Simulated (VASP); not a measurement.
# Zr in VASP: single point with PBEsol

Aim: the single point of Zr with PBEsol.

Everything below comes from runs of VASP 6.6.1. Logs are shortened: lines on timing, memory, paths and dates and some standing lists are left out, and cuts for length are marked.

## (1) The cell of the first run

The cell holds a slab with vacuum, 5 atoms: a = 3.048 Å, b = 3.048 Å, c = 18.799 Å, α = 90.00°, β = 90.00°, γ = 109.47°.

## (2) Single point, PBEsol

Contents of INCAR:

```
SYSTEM = Zr
ALGO = Normal
DIPOL = 0.5 0.5 0.500
EDIFF = 1E-6
ENCUT = 400
GGA = PS
GGA_COMPAT = .FALSE.
IDIPOL = 3
ISIF = 2
ISMEAR = -1
LASPH = .TRUE.
LCHARG = .FALSE.
LDIPOL = .TRUE.
LREAL = .FALSE.
LWAVE = .FALSE.
NBANDS = 38
NELM = 120
NELMDL = -8
PREC = Accurate
SIGMA = 0.05
```

Contents of KPOINTS:

```
k-points
0
G
  20 20 1
  0 0 0
```

Contents of POSCAR:

```
Zr
1.0
    3.0483155759      0.0000000000      0.0000000000
   -1.0161051920      2.8739794865      0.0000000000
    0.0000000000      0.0000000000     18.7991000000
Zr
5
Direct
    0.0000000000      0.0000000000      0.2393720941
    0.5000000000      0.5000000000      0.3642942534
    0.0000000000      0.0000000000      0.4999999969
    0.5000000000      0.5000000000      0.6357056748
    0.0000000000      0.0000000000      0.7606279059
```

Potentials or basis: VASP PAW PBE potentials, release 64 (Zr_sv).

Command:

```bash
$ cat potpaw_PBE.64/Zr_sv/POTCAR > POTCAR
$ mpirun -np 1 vasp_std > vasp.out
```

OUTCAR:

```text
SYSTEM = Zr
   EDIFF = 1E-6
   ENCUT = 400
   GGA = PS
   ISIF = 2
   ISMEAR = -1
   LASPH = .TRUE.
   LREAL = .FALSE.
   NELM = 120
   NELMDL = -8
   PREC = Accurate

 ion  position               nearest neighbor table
   1  0.000  0.000  0.239-   2 2.93   2 2.93   2 3.42   2 3.42
   2  0.500  0.500  0.364-   1 2.93   1 2.93   3 3.10   3 3.10   1 3.42   1 3.42   3 3.56   3 3.56

   3  0.000  0.000  0.500-   4 3.10   4 3.10   2 3.10   2 3.10   4 3.56   4 3.56   2 3.56   2 3.56

   4  0.500  0.500  0.636-   5 2.93   5 2.93   3 3.10   3 3.10   5 3.42   5 3.42   3 3.56   3 3.56

   5  0.000  0.000  0.761-   4 2.93   4 2.93   4 3.42   4 3.42

  LATTYP: Found a base centered orthorhombic cell.
 ALAT       =     3.5198916366
 B/A-ratio  =     1.4142135624
 C/A-ratio  =     5.3408178265

  Lattice vectors:

 A1 = (   3.0483155759,   0.0000000000,   0.0000000000)
 A2 = (  -1.0161051920,   2.8739794865,   0.0000000000)
 A3 = (   0.0000000000,   0.0000000000,  18.7991000000)

Analysis of symmetry for initial positions (statically):
=====================================================================
 Subroutine PRICEL returns:
 Original cell was already a primitive cell.

 Routine SETGRP: Setting up the symmetry group for a
 base centered orthorhombic supercell.

 Subroutine GETGRP returns: Found  8 space group operations
 (whereof  8 operations were pure point group operations)
 out of a pool of  8 trial point group operations.

The static configuration has the point symmetry D_2h.

Analysis of symmetry for dynamics (positions and initial velocities):
=====================================================================
 Subroutine PRICEL returns:
 Original cell was already a primitive cell.

 Routine SETGRP: Setting up the symmetry group for a
 base centered orthorhombic supercell.

 Subroutine GETGRP returns: Found  8 space group operations
 (whereof  8 operations were pure point group operations)
 out of a pool of  8 trial point group operations.

The dynamic configuration has the point symmetry D_2h.

 Subroutine INISYM returns: Found  8 space group operations
 (whereof  8 operations are pure point group operations),
 and found     1 'primitive' translations

----------------------------------------------------------------------------------------

                                     Primitive cell

  volume of cell :     164.6951

  direct lattice vectors                    reciprocal lattice vectors
     3.048315576  0.000000000  0.000000000     0.328050025  0.115983199  0.000000000
    -1.016105192  2.873979487  0.000000000     0.000000000  0.347949596  0.000000000
     0.000000000  0.000000000 18.799100000     0.000000000  0.000000000  0.053194036

  length of vectors
     3.048315576  3.048315576 18.799100000     0.347949596  0.347949596  0.053194036

  position of ions in fractional coordinates (direct lattice)
     0.000000000  0.000000000  0.239372094
     0.500000000  0.500000000  0.364294253
     0.000000000  0.000000000  0.499999997
     0.500000000  0.500000000  0.635705675
     0.000000000  0.000000000  0.760627906

  ion indices of the primitive-cell ions
   primitive index   ion index
                 1           1
                 2           2
                 3           3
                 4           4
                 5           5

----------------------------------------------------------------------------------------

 KPOINTS: k-points

Automatic generation of k-mesh.
 Grid dimensions read from file:
 generate k-points for:   20   20    1

 Generating k-lattice:

  Cartesian coordinates                     Fractional coordinates (reciprocal lattice)
     0.016402501  0.005799160  0.000000000     0.050000000  0.000000000  0.000000000
     0.000000000  0.017397480  0.000000000     0.000000000  0.050000000  0.000000000
     0.000000000  0.000000000  0.053194036     0.000000000  0.000000000  1.000000000

  Length of vectors
     0.017397480  0.017397480  0.053194036

  Shift w.r.t. Gamma in fractional coordinates (k-lattice)
     0.000000000  0.000000000  0.000000000

 Subroutine IBZKPT returns following result:
 ===========================================

 Found    111 irreducible k-points:

 Following reciprocal coordinates:
            Coordinates               Weight
  0.000000  0.000000  0.000000      1.000000
  0.050000 -0.000000  0.000000      4.000000
  0.100000 -0.000000  0.000000      4.000000
  0.150000 -0.000000  0.000000      4.000000
  0.200000 -0.000000  0.000000      4.000000
  0.250000 -0.000000  0.000000      4.000000
[... 16 lines left out ...]
 -0.400000  0.050000  0.000000      4.000000
 -0.350000  0.050000  0.000000      4.000000
 [... further k-points ...]
   k-points           NKPTS =    111   k-points in BZ     NKDIM =    111   number of bands    NBANDS=     38
   number of dos      NEDOS =    301   number of ions     NIONS =      5
   total plane-waves  NPLWV =  50400
   dimension x,y,z NGX =    20 NGY =   20 NGZ =  126
   dimension x,y,z NGXF=    40 NGYF=   40 NGZF=  252
   ions per type =               5
   NGX,Y,Z   is equivalent  to a cutoff of  10.91, 10.91, 11.14 a.u.
   NGXF,Y,Z  is equivalent  to a cutoff of  21.81, 21.81, 22.29 a.u.
 SYSTEM =  Zr
   PREC   = accura    normal or accurate (medium, high low for compatibility)
   ISTART =      0    job   : 0-new  1-cont  2-samecut
   ICHARG =      2    charge: 1-file 2-atom 10-const
   ISPIN  =      1    spin polarized calculation?
   LNONCOLLINEAR =      F non collinear calculations
   LSORBIT =      F    spin-orbit coupling
   LASPH  =      T    aspherical Exc in radial PAW
   ENCUT  =  400.0 eV  29.40 Ry    5.42 a.u.   4.97  4.97 30.66*2*pi/ulx,y,z
   NELM   =    120;   NELMIN=  2; NELMDL= -8     # of ELM steps
   EDIFF  = 0.1E-05   stopping-criterion for ELM
   LREAL  =      F    real-space projection
   EDIFFG = 0.1E-04   stopping-criterion for IOM
   NSW    =      0    number of steps for IOM
   IBRION =     -1    ionic relax: 0-MD 1-quasi-New 2-CG
   NFREE  =      0    steps in history (QN), initial steepest desc. (CG)
   ISIF   =      2    stress and relaxation
   ISYM   =      2    0-nonsym 1-usesym 2-fastsym
   POTIM  = 0.5000    time-step for ionic-motion
   TEBEG  =    0.0;   TEEND  =   0.0 temperature during run
   PSTRESS=    0.0 pullay stress
   NELECT =      60.0000    total number of electrons
   NUPDOWN=      -1.0000    fix difference up-down
   EMIN   =  10.00;   EMAX   =-10.00  energy-range for DOS
   EFERMI =   0.00;   METHOD = LEGACY
   ISMEAR =    -1;   SIGMA  =   0.05  broadening in eV -4-tet -1-fermi 0-gaus
   EFERMI_NEDOS =   21; number of points for ismear=-14 and -15
   IALGO  =     38    algorithm
   IMIX   =      4    mixing-type and parameters
     AMIX     =   0.40;   BMIX     =  1.00
     AMIX_MAG =   1.60;   BMIX_MAG =  1.00
  volume/ion in A,a.u.               =      32.94       222.28
  Fermi-wavevector in a.u.,A,eV,Ry     =   1.169226  2.209516 18.600373  1.367089
  Thomas-Fermi vector in A             =   2.305701
   LORBIT       =      0    0 simple, 1 ext, 2 COOP (PROOUT), +10 PAW based schemes
   GGA     = PS    functional components
   LHFCALC =     F    Hartree Fock is set to
   AEXX    =    0.0000 exact exchange contribution
   IVDW    =     0    specifies the selected vdW correction
   LEPSILON=     F    determine dielectric tensor
   LRPA    =     F    only Hartree local field effects (RPA)
 non-spin polarized calculation
  energy-cutoff  :      400.00
  volume of cell :      164.70
 maximum number of plane-waves:      3024
   NGX =  9   NGY =  9   NGZ = 61

 number of electron      59.9999999 magnetization

 dipolmoment           0.000000      0.000000      0.000016 electrons x Angstroem

 Free energy of the ion-electron system (eV)
  ---------------------------------------------------
  ext. energy  EPLUGINS =         0.00000000
  ---------------------------------------------------
  free energy    TOTEN  =       -43.33096874 eV

  energy without entropy =      -43.25772643  energy(sigma->0) =      -43.29434759

 E-fermi :   4.8850     XC(G=0):  -8.5301

 val. band max:        4.8762194757   @ k =   0.2500  -0.0000   0.0000
 cond. band min:       4.8853114880   @ k =   0.2500   0.0500   0.0000
 fundamental gap:      0.0090920123
 Fermi energy:         4.8849652783

 k-point     1 :       0.0000    0.0000    0.0000
  band No.  band energies     occupation
      1     -43.6006      2.00000
      2     -43.6001      2.00000
      3     -43.3470      2.00000
      4     -43.1530      2.00000
      5     -43.1354      2.00000
      6     -22.0318      2.00000
[... 30 lines left out ...]
     37       6.7448      0.00000
     38       6.8004      0.00000

 k-point     2 :       0.0500   -0.0000    0.0000
  band No.  band energies     occupation
      1     -43.5979      2.00000
      2     -43.5974      2.00000
      3     -43.3443      2.00000
      4     -43.1509      2.00000
      5     -43.1336      2.00000
      6     -22.0249      2.00000
[... 30 lines left out ...]
     37       6.6410      0.00000
     38       6.8469      0.00000

 k-point     3 :       0.1000   -0.0000    0.0000
  band No.  band energies     occupation
      1     -43.5900      2.00000
      2     -43.5896      2.00000
      3     -43.3363      2.00000
      4     -43.1447      2.00000
      5     -43.1284      2.00000
      6     -22.0050      2.00000
[... 30 lines left out ...]
     37       6.4354      0.00000
[... 781 lines left out ...]
 k-point    23 :      -0.4000    0.0500    0.0000
  band No.  band energies     occupation
      1     -43.5000      2.00000
      2     -43.4997      2.00000
      3     -43.2429      2.00000
      4     -43.0720      2.00000
      5     -43.0685      2.00000
      6     -22.0491      2.00000
[... 30 lines left out ...]
     37       7.8404      0.00000
     38       8.2529      0.00000

 k-point    24 :      -0.3500    0.0500    0.0000
  band No.  band energies     occupation
      1     -43.5132      2.00000
      2     -43.5129      2.00000
      3     -43.2570      2.00000
      4     -43.0820      2.00000
      5     -43.0760      2.00000
      6     -21.9703      2.00000
[... 30 lines left out ...]
     37       7.5251      0.00000
     38       8.1767      0.00000

 [... further k-points ...]

------------------------ aborting loop because EDIFF is reached ----------------------------------------

 vacuum level on the upper side and lower side of the slab       (xc-potential included)        -1.231        -1.232

  FORCE on cell =-STRESS in cart. coord.  units (eV):
  Direction    XX          YY          ZZ          XY          YZ          ZX
  --------------------------------------------------------------------------------------
  -------------------------------------------------------------------------------------
  Total       -2.2829168     -1.8898785     -0.1532367      0.5558402      0.0000000      0.0000000
  in kB      -22.2085410    -18.3850077     -1.4907089      5.4072927      0.0000000      0.0000000
  external PRESSURE =     -14.0280858 kB  Pullay stress =       0.0000000 kB

 VOLUME and BASIS-vectors are now :
 -----------------------------------------------------------------------------
  energy-cutoff  :      400.00
  volume of cell :      164.70
      direct lattice vectors                 reciprocal lattice vectors
     3.048315576  0.000000000  0.000000000     0.328050025  0.115983199  0.000000000
    -1.016105192  2.873979487  0.000000000     0.000000000  0.347949596  0.000000000
     0.000000000  0.000000000 18.799100000     0.000000000  0.000000000  0.053194036

 POSITION                                       TOTAL-FORCE (eV/Angst)
 -----------------------------------------------------------------------------------
      0.00000      0.00000      4.49998         0.000000      0.000000      0.005111
      1.01611      1.43699      6.84840        -0.000000      0.000000     -0.017259
      0.00000      0.00000      9.39955        -0.000000      0.000000     -0.000000
      1.01611      1.43699     11.95069        -0.000000     -0.000000      0.017259
      0.00000      0.00000     14.29912         0.000000     -0.000000     -0.005111
 -----------------------------------------------------------------------------------
    total drift:                                0.000000      0.000000      0.004084

  FREE ENERGIE OF THE ION-ELECTRON SYSTEM (eV)
  ---------------------------------------------------
  free  energy   TOTEN  =       -43.3309687418 eV

  energy  without entropy=      -43.2577264329  energy(sigma->0) =      -43.29434759

 vacuum level on the upper side and lower side of the slab         7.946         7.946
```

It took 15 min on 1 thread of Intel Xeon 8259CL, shared host; peak memory 0.44 GiB.

What came out:

* Free energy: -43.3310 eV
* Largest force: 0.017 eV/Å
* Band gap on the k mesh: zero (bands 30 and 31 overlap by 0.78 eV)

Forces on the atoms (eV/Å):
```
Zr   0.000  0.000  0.005
Zr   0.000  0.000 -0.017
Zr   0.000  0.000  0.000
Zr   0.000  0.000  0.017
Zr   0.000  0.000 -0.005
```

Levels at points of the mesh, in eV from the Fermi level:
| k point | band 26 | band 27 | band 28 | band 29 | band 30 | band 31 | band 32 | band 33 | band 34 | band 35 |
| --- | --- | --- | --- | --- | --- | --- | --- | --- | --- | --- |
| (0.00, 0.00, 0.00) | -0.73 | -0.57 | -0.06 | -0.05 | -0.02 | 0.67 | 0.81 | 0.84 | 1.02 | 1.39 |
| (0.50, 0.00, 0.00) | -0.79 | -0.70 | -0.60 | -0.58 | -0.53 | 0.36 | 0.50 | 1.05 | 1.43 | 1.92 |
| (0.50, 0.50, 0.00) | -2.03 | -2.00 | -0.99 | -0.51 | 0.09 | 0.41 | 1.53 | 2.03 | 2.19 | 2.56 |

Caveat: the PAW data sets were made with another functional, which shifts forces and pressure a little.
